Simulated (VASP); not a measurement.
Runs of VASP 6.6.1 on Zn2SnO3. The structure is that of space group P4/mmm (No. 123), or close to it. The cells are those of the table. 

```csv
task,cell,k mesh,cutoff (eV),gap on the mesh (eV),pressure (GPa),largest force (eV/Å)
single point,"a = 2.825, b = 2.825, c = 8.706 Å, 6 atoms",14 × 14 × 6,520,none,0.2,0.01
single point,"a = 2.826, b = 2.826, c = 8.698 Å, 6 atoms",6 × 6 × 2,520,none,0.3,0.01
relaxation of cell and atoms,"relaxed from a = 2.988, b = 2.988, c = 9.046 Å, 6 atoms",6 × 6 × 2,600,none,0.0,0.04
single point,"a = 2.988, b = 2.988, c = 9.046 Å, 6 atoms",6 × 6 × 2,520,none,(a),1.32
```

Alike in all rows: level PBE; potentials or basis VASP PAW PBE potentials, release 64 (Zn, Sn_d, O); no spin polarisation; smearing gaussian 0.1 eV.

Q: Estimate the missing entries.

A: (a) -9.5.

Caveats: some runs use coarse meshes; spin-orbit coupling is left out, which moves the levels of the heavy elements; forces of over 1 eV/Å act on the atoms, so gaps and moduli don't describe the material at rest (some runs).

A k mesh can miss the band edges, and the runs leave out spin-orbit coupling on Sn.

A gap of «none» marks levels without a gap at the run's occupations.
